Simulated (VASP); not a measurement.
The system is Bi.

```xyz
6
Lattice="6.5785 0.0000 0.0000 -3.2893 5.6972 0.0000 0.0000 0.0000 6.2844" Properties=species:S:1:pos:R:3 pbc="T T T"
Bi    3.2893    0.0000    4.4330
Bi   -1.6446    2.8486    4.4330
Bi    1.6446    2.8486    4.4330
Bi   -1.6446    2.8486    1.8513
Bi    3.2893    0.0000    1.8513
Bi    1.6446    2.8486    1.8513
```

The cell was generated, and may not be a known phase.

- Program: VASP 6.6.1
- Task: relaxation of cell and atoms
- Functional: PBE
- Potentials or basis: VASP PAW PBE potentials, release 64 (Bi_d)
- Cutoff: 600 eV
- k mesh: 3 × 3 × 4
- Occupations: gaussian, width 0.1 eV
- Spin: no spin polarisation

At the start: pressure 10.5 GPa; volume 39.26 Å³/atom.

Q: How do energy, volume and symmetry change on relaxing?

A: Over 17 steps the energy falls by 748.4 meV/atom and the volume is 40.10 Å³/atom (+2.1 %); space group P6/mmm (No. 191, to 0.1 Å) before and after.

Step by step:
```tsv
step	energy change (eV)	largest force (eV/Å)	pressure (GPa)	volume (Å³)
1	0.0000	5.7824	10.54	235.53
2	-2.0073	0.0074	-3.63	323.84
3	-2.2574	0.1007	-3.68	314.76
4	-2.5563	0.1878	-3.70	305.75
5	-4.0515	0.1245	-2.67	270.60
6	-3.8412	1.2218	0.34	253.05
7	-4.1185	0.3247	-2.15	265.75
8	-4.1232	0.3962	-1.86	263.83
9	-4.2680	0.4337	0.01	248.19
10	-4.2682	0.4311	0.13	247.50
11	-4.3562	0.4470	0.46	242.73
12	-4.4190	0.3261	1.57	233.04
13	-4.4240	0.3745	1.23	235.32
14	-4.4830	0.1143	0.27	239.31
15	-4.4877	0.0309	-0.02	240.72
16	-4.4877	0.0232	-0.04	240.84
17	-4.4903	0.0038	0.03	240.58
```

Final structure:
```yaml
crystal:
  lattice:
    - [6.42871, 0.00000, 0.00000]
    - [-3.21436, 5.56743, 0.00000]
    - [0.00000, 0.00000, 6.72163]
  atoms:
    - { symbol: Bi, position: [0.50000, 0.00000, 0.74542] }
    - { symbol: Bi, position: [0.00000, 0.50000, 0.74542] }
    - { symbol: Bi, position: [0.50000, 0.50000, 0.74542] }
    - { symbol: Bi, position: [0.00000, 0.50000, 0.25458] }
    - { symbol: Bi, position: [0.50000, 0.00000, 0.25458] }
    - { symbol: Bi, position: [0.50000, 0.50000, 0.25458] }
```

Caveat: the k points lie up to 0.38 Å⁻¹ apart in the final cell, too coarse for converged energies and pressures of a metal.
